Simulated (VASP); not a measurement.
# NaF in VASP: a series of runs, part 2 of 2

VASP 6.6.1. Earlier steps stand in the parts before.

## (3) Single point, r2SCAN (uniaxial z strain +5.0%)

POSCAR reads:

```
NaF
1.0
    0.0000000000      2.2971680842      2.4120264884
    2.2971680842      0.0000000000      2.4120264884
    2.2971680842      2.2971680842      0.0000000000
Na F
1 1
Direct
    0.0000000000      0.0000000000      0.0000000000
    0.5000000000      0.5000000000      0.5000000000
```

INCAR.step1 reads:

```
SYSTEM = NaF
PREC = Accurate
ENCUT = 520
ISMEAR = 0
SIGMA = 0.01
LREAL = .FALSE.
LASPH = .TRUE.
NELM = 100
NBANDS = 14
GGA = PE
ALGO = Normal
EDIFF = 1E-4
LWAVE = .TRUE.
LCHARG = .FALSE.
```

INCAR.step2 reads:

```
SYSTEM = NaF
PREC = Accurate
ENCUT = 520
EDIFF = 1E-6
ISMEAR = 0
SIGMA = 0.01
LREAL = .FALSE.
LASPH = .TRUE.
NELM = 100
ALGO = Normal
ISIF = 2
LWAVE = .FALSE.
LCHARG = .FALSE.
METAGGA = R2SCAN
LMIXTAU = .TRUE.
NBANDS = 14
ISTART = 1
```

KPOINTS reads:

```
Automatic mesh
0
G
  10 10 10
  0 0 0
```

Potentials or basis: VASP PAW PBE potentials, release 64 (Na_pv, F).

The run is started by

```
cat potpaw_PBE.64/Na_pv/POTCAR potpaw_PBE.64/F/POTCAR > POTCAR
cp INCAR.step1 INCAR
mpirun -np 1 vasp_std > vasp.out
cp INCAR.step2 INCAR
mpirun -np 1 vasp_std > vasp.out
```

OUTCAR:

```text
SYSTEM = NaF
   PREC = Accurate
   ENCUT = 520
   EDIFF = 1E-6
   ISMEAR = 0
   LREAL = .FALSE.
   LASPH = .TRUE.
   NELM = 100
   ISIF = 2
   METAGGA = R2SCAN
   ISTART = 1

 ion  position               nearest neighbor table
   1  0.000  0.000  0.000-   2 2.30   2 2.30   2 2.30   2 2.30
   2  0.500  0.500  0.500-   1 2.30   1 2.30   1 2.30   1 2.30

  LATTYP: Found a body centered tetragonal cell.
 ALAT       =     3.2486862597
 C/A-ratio  =     1.4849242405

  Lattice vectors:

 A1 = (  -2.2971680842,   0.0000000000,   2.4120264884)
 A2 = (   2.2971680842,   0.0000000000,   2.4120264884)
 A3 = (   0.0000000000,   2.2971680842,  -2.4120264884)

Analysis of symmetry for initial positions (statically):
=====================================================================
 Subroutine PRICEL returns:
 Original cell was already a primitive cell.

 Routine SETGRP: Setting up the symmetry group for a
 body centered tetragonal supercell.

 Subroutine GETGRP returns: Found 16 space group operations
 (whereof 16 operations were pure point group operations)
 out of a pool of 16 trial point group operations.

The static configuration has the point symmetry D_4h.

Analysis of symmetry for dynamics (positions and initial velocities):
[... 170 lines left out ...]
      2     -22.3934      2.00000
      3     -22.3754      2.00000
      4     -22.3754      2.00000
      5      -2.8211      2.00000
      6      -2.8201      2.00000
      7      -2.8200      2.00000
      8       4.2164      0.00000
      9      16.5967      0.00000
     10      16.9297      0.00000
     11      16.9307      0.00000
     12      19.4114      0.00000
     13      21.3207      0.00000
     14      22.7087      0.00000
[... 377 lines left out ...]
      1     -23.1138      2.00000
      2     -22.4285      2.00000
      3     -22.4046      2.00000
      4     -22.2507      2.00000
      5      -3.9486      2.00000
      6      -3.1593      2.00000
      7      -3.0957      2.00000
      8       8.3412      0.00000
      9      11.8606      0.00000
     10      14.4859      0.00000
     11      17.9478      0.00000
     12      18.1389      0.00000
     13      23.2625      0.00000
     14      25.0710      0.00000

 [... further k-points ...]
[... 5 lines left out ...]
  --------------------------------------------------------------------------------------
  -------------------------------------------------------------------------------------
  Total       -0.2324960     -0.2324960     -0.7764823      0.0000000      0.0000000      0.0000000
  in kB      -14.6328322    -14.6328322    -48.8702468      0.0000000      0.0000000      0.0000000
  external PRESSURE =     -26.0453037 kB  Pullay stress =       0.0000000 kB

 VOLUME and BASIS-vectors are now :
 -----------------------------------------------------------------------------
  energy-cutoff  :      520.00
  volume of cell :       25.46
      direct lattice vectors                 reciprocal lattice vectors
     0.000000000  2.297168084  2.412026488    -0.217659301  0.217659301  0.207294573
     2.297168084  0.000000000  2.412026488     0.217659301 -0.217659301  0.207294573
     2.297168084  2.297168084  0.000000000     0.217659301  0.217659301 -0.207294573

 POSITION                                       TOTAL-FORCE (eV/Angst)
 -----------------------------------------------------------------------------------
      0.00000      0.00000      0.00000         0.000000      0.000000     -0.000000
      2.29717      2.29717      2.41203        -0.000000     -0.000000      0.000000
 -----------------------------------------------------------------------------------
    total drift:                                0.000000      0.000000      0.000000

  FREE ENERGIE OF THE ION-ELECTRON SYSTEM (eV)
  ---------------------------------------------------
  free  energy   TOTEN  =       -12.5822340082 eV

  energy  without entropy=      -12.5822340082  energy(sigma->0) =      -12.58223401
```

OSZICAR.step1:

```text
N       E                     dE             d eps       ncg     rms          rms(c)
DAV:   1     0.108461381082E+03    0.10846E+03   -0.77694E+03  2946   0.121E+03
DAV:   2    -0.383566235013E+01   -0.11230E+03   -0.10342E+03  3176   0.341E+02
DAV:   3    -0.941597993070E+01   -0.55803E+01   -0.55687E+01  3510   0.687E+01
DAV:   4    -0.946224286806E+01   -0.46263E-01   -0.46261E-01  3228   0.680E+00
DAV:   5    -0.946270405480E+01   -0.46119E-03   -0.46118E-03  3534   0.683E-01    0.544E+00
DAV:   6    -0.856671978414E+01    0.89598E+00   -0.31507E+00  3430   0.147E+01    0.184E+00
DAV:   7    -0.855615121958E+01    0.10569E-01   -0.29262E-02  3006   0.203E+00    0.106E+00
DAV:   8    -0.855760103765E+01   -0.14498E-02   -0.29685E-02  3018   0.347E+00    0.151E-01
DAV:   9    -0.855829868748E+01   -0.69765E-03   -0.42175E-03  3642   0.592E-01    0.126E-01
DAV:  10    -0.855819195843E+01    0.10673E-03   -0.79616E-04  3090   0.315E-01    0.149E-02
DAV:  11    -0.855819065778E+01    0.13007E-05   -0.27775E-05  1830   0.772E-02
   1 F= -.85581907E+01 E0= -.85581907E+01  d E =-.506348-123
```

Run time: 68 s. Hardware: 1 thread of Intel Xeon Platinum 8559C (Emerald Rapids), shared host; peak memory 0.16 GiB.

What came out:

* Free energy: -12.5822 eV
* Pressure: -2.6 GPa
* Band gap on the k mesh: 7.04 eV

Caveat: the cell differs from its parent crystal (uniaxial z strain +5.0%); the PAW data sets were made with another functional, which shifts forces and pressure a little. A k mesh can miss the band edges.

## (4) Single point, r2SCAN (strain along [111] +3.0%)

POSCAR reads:

```
NaF
1.0
    0.0459433617      2.3431114458      2.3431114458
    2.3431114458      0.0459433617      2.3431114458
    2.3431114458      2.3431114458      0.0459433617
Na F
1 1
Direct
    0.0000000000      0.0000000000      0.0000000000
    0.5000000000      0.5000000000      0.5000000000
```

INCAR.step1 reads:

```
SYSTEM = NaF
PREC = Accurate
ENCUT = 520
ISMEAR = 0
SIGMA = 0.01
LREAL = .False.
LASPH = .True.
NELM = 60
NBANDS = 14
GGA = PE
ALGO = Normal
EDIFF = 1E-4
LWAVE = .True.
LCHARG = .False.
```

INCAR.step2 reads:

```
SYSTEM = NaF
PREC = Accurate
ENCUT = 520
EDIFF = 1E-7
ISMEAR = 0
SIGMA = 0.01
LREAL = .False.
LASPH = .True.
NELM = 60
ALGO = Normal
ISIF = 2
LWAVE = .False.
LCHARG = .False.
METAGGA = R2SCAN
LMIXTAU = .True.
NBANDS = 14
ISTART = 1
```

KPOINTS reads:

```
regular mesh
0
Gamma
  10 10 10
  0 0 0
```

The run is started by

```
cat potpaw_PBE.64/Na_pv/POTCAR potpaw_PBE.64/F/POTCAR > POTCAR
cp INCAR.step1 INCAR
mpirun -np 1 vasp_std > vasp.out
cp INCAR.step2 INCAR
mpirun -np 1 vasp_std > vasp.out
```

Wall time 2.1 min (1 thread of Intel Xeon Platinum 8559C (Emerald Rapids), shared host); peak memory 0.18 GiB.

Results (log left out):

```yaml
Free_energy: -12.5947 eV
Pressure: -2.1 GPa
Band_gap_on_the_k_mesh: 7.12 eV
```

Stress tensor (GPa, compression positive):
```
-2.06 -0.64 -0.64
-0.64 -2.06 -0.64
-0.64 -0.64 -2.06
```

Levels at points of the mesh, in eV from the valence-band top:
```csv
k point,band 4,band 5,band 6,band 7,band 8,band 9,band 10,band 11
"(0.00, 0.00, 0.00)",-19.54,-0.08,0.00,0.00,7.12,19.25,19.97,19.97
"(0.50, 0.00, 0.00)",-19.03,-1.56,-0.34,-0.28,11.57,13.43,21.04,21.42
"(0.50, 0.50, 0.00)",-19.59,-1.28,-0.47,-0.39,13.86,13.99,14.79,20.78
"(0.50, 0.50, 0.50)",-19.01,-1.59,-0.24,-0.24,11.57,13.09,21.68,21.68
```

Caveat: the cell differs from its parent crystal (strain along [111] +3.0%); the PAW data sets were made with another functional, which shifts forces and pressure a little. A k mesh can miss the band edges.

## (5) Single point, HSE06 (epitaxial xy strain +2.5%)

POSCAR reads:

```
NaF
1.0
    0.0000000000      2.3545972863      2.2765596681
    2.3545972863      0.0000000000      2.2765596681
    2.3545972863      2.3545972863      0.0000000000
Na F
1 1
Direct
    0.0000000000      0.0000000000      0.0000000000
    0.5000000000      0.5000000000      0.5000000000
```

INCAR.step1 reads:

```
ALGO = Normal
EDIFF = 1E-5
ENCUT = 520
GGA = PE
ISIF = 2
ISMEAR = 0
LASPH = T
LCHARG = F
LREAL = F
LWAVE = T
NBANDS = 14
NELM = 60
PREC = Accurate
SIGMA = 0.01
```

INCAR.step2 reads:

```
ALGO = Normal
EDIFF = 1E-6
ENCUT = 520
GGA = PE
HFSCREEN = 0.2079
ISIF = 2
ISMEAR = 0
ISTART = 1
LASPH = T
LCHARG = F
LHFCALC = T
LREAL = F
LWAVE = F
NBANDS = 14
NELM = 60
PREC = Accurate
PRECFOCK = Normal
SIGMA = 0.01
```

KPOINTS reads:

```
k-points
0
Gamma
  6 6 6
```

The run is started by

```
cat potpaw_PBE.64/Na_pv/POTCAR potpaw_PBE.64/F/POTCAR > POTCAR
cp INCAR.step1 INCAR
mpirun -np 1 vasp_std > vasp.out
cp INCAR.step2 INCAR
mpirun -np 1 vasp_std > vasp.out
```

It took 21 min on 1 thread of AMD EPYC 7R13 (Zen 3), shared host; peak memory 0.22 GiB.

The run converged. Its results:

```yaml
Free_energy: -10.3083 eV
Pressure: -0.3 GPa
Band_gap_on_the_k_mesh: 8.36 eV
```

Stress tensor (GPa, compression positive):
```
-1.26  0.00  0.00
 0.00 -1.26  0.00
 0.00  0.00  1.49
```

Levels at points of the mesh, in eV from the valence-band top:
```csv
k point,band 4,band 5,band 6,band 7,band 8,band 9,band 10,band 11
"(0.00, 0.00, 0.00)",-20.41,-0.01,0.00,0.00,8.36,21.17,21.17,21.39
"(0.50, 0.00, 0.00)",-19.67,-1.59,-0.28,-0.25,12.89,14.69,22.06,22.71
"(0.50, 0.50, 0.00)",-20.45,-1.27,-0.46,-0.46,15.19,15.68,15.91,21.90
"(0.50, 0.00, 0.50)",-20.46,-1.32,-0.44,-0.38,15.22,15.54,15.78,22.13
```

Caveat: the cell differs from its parent crystal (epitaxial xy strain +2.5%); the PAW data sets were made with another functional, which shifts forces and pressure a little.

## (6) Overview

```tsv
level	cell	k mesh	grid for exact exchange (PRECFOCK)	share of exact exchange	screening parameter	gap on the mesh (eV)	pressure (GPa)
r2SCAN	a = 3.249, b = 3.331, c = 3.331 Å, angles 58.4, 60.8, 60.8°, 2 atoms	10 × 10 × 10	-	-	-	7.04	-2.6
r2SCAN	a = 3.331, b = 3.331, c = 3.249 Å, angles 60.8, 60.8, 58.4°, 2 atoms	10 × 10 × 10	-	-	-	7.04	-2.6
r2SCAN	a = 3.314 Å, angles 58.7°, 2 atoms	10 × 10 × 10	-	-	-	7.12	-2.1
HSE06	a = 3.275, b = 3.275, c = 3.330 Å, angles 59.4, 59.4, 61.1°, 2 atoms	6 × 6 × 6	Normal	0.25	0.2079 1/Å	8.36	-0.3
```

Alike in all rows: task single point; potentials or basis VASP PAW PBE potentials, release 64 (Na_pv, F); no spin polarisation; cutoff (eV) 520; smearing gaussian 0.01 eV.

Caveats: the PAW data sets were made with another functional, which shifts forces and pressure a little.

Total energies depend on the potentials used, so only differences within one code and one set of settings carry meaning.
